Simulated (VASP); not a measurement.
Input of a VASP 6.6.1 run:

The input INCAR:

```
PREC = Accurate ; ENCUT = 520
EDIFF = 1E-6 ; ISMEAR = -1
SIGMA = 0.05 ; LREAL = F
LASPH = T ; NELM = 150
ALGO = Normal ; ISIF = 2
LWAVE = F ; LCHARG = F
ISPIN = 2 ; MAGMOM = 0 3
LORBIT = 11 ; LMAXMIX = 4
GGA = B5 ; ALDAX = 1.0
AGGAX = 1.0 ; AGGAC = 1.0
ALDAC = 0.0 ; NBANDS = 20
```

File KPOINTS:

```
Automatic mesh
0
Gamma
  10 10 7
```

Contents of POSCAR:

```
FePt
1.0
    2.7875433475      0.0000000000      0.0000000000
    0.0000000000      2.7875433475      0.0000000000
    0.0000000000      0.0000000000      3.8047180924
Pt Fe
1 1
Direct
    0.5000000000      0.5000000000      0.5000000000
    0.0000000000      0.0000000000      0.0000000000
```

Potentials or basis: VASP PAW PBE potentials, release 64 (Pt, Fe).

The run is started by

```console
$ cat potpaw_PBE.64/Pt/POTCAR potpaw_PBE.64/Fe/POTCAR > POTCAR
$ mpirun -np 1 vasp_std > vasp.out
```

**Question.** What does it give for the net moment?

**Answer.** 3.31 μB per cell.

**Question.** Predict the site moments.

**Answer.** Pt +0.35; Fe +2.95 μB.

**Question.** Estimate the pressure.

**Answer.** 0.4 GPa.

Caveat: the PAW data sets were made with another functional, which shifts forces and pressure a little.
